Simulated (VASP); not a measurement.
Se, 3 atoms in the cell. It takes space group P3_121 (No. 152, trigonal). Conventional cell: a = 4.381 Å, b = 4.381 Å, c = 4.973 Å, α = 90.00°, β = 90.00°, γ = 120.00°. Within 3.1 Å of Se (site symmetry 2) lie 2 Se at 2.38 Å. 

* Program: VASP 6.6.1
* Task: single point
* Functional: PBEsol
* Potentials or basis: VASP PAW PBE potentials, release 64 (Se)
* Cutoff: 520 eV
* k mesh: 7 × 7 × 5
* Occupations: fermi-dirac, width 0.1 eV
* Spin: no spin polarisation
* Dipole correction: no
* k mesh for the DOS: 11 × 11 × 8
* Occupations for the DOS: tetrahedron
* Further INCAR settings: ALGO = Fast; EDIFF = 1e-07

Potentials or basis: VASP PAW PBE potentials, release 64 (Se).

The run is started by

```sh
$ cat potpaw_PBE.64/Se/POTCAR > POTCAR
$ cp INCAR.step1 INCAR
$ cp KPOINTS.step1 KPOINTS
$ mpirun -np 1 vasp_std > vasp.out
$ cp INCAR.step2 INCAR
$ cp KPOINTS.step2 KPOINTS
$ mpirun -np 1 vasp_std > vasp.out
```

Hardware: 1 thread of AMD EPYC 9R45 96-Core Processor (Zen 5), on a shared host.

Q: Estimate the wall time of this run.

A: It took 2.5 min on 1 thread of AMD EPYC 9R45 96-Core Processor (Zen 5), with other jobs on the host, peak memory 0.35 GiB. Counts: k points 270.
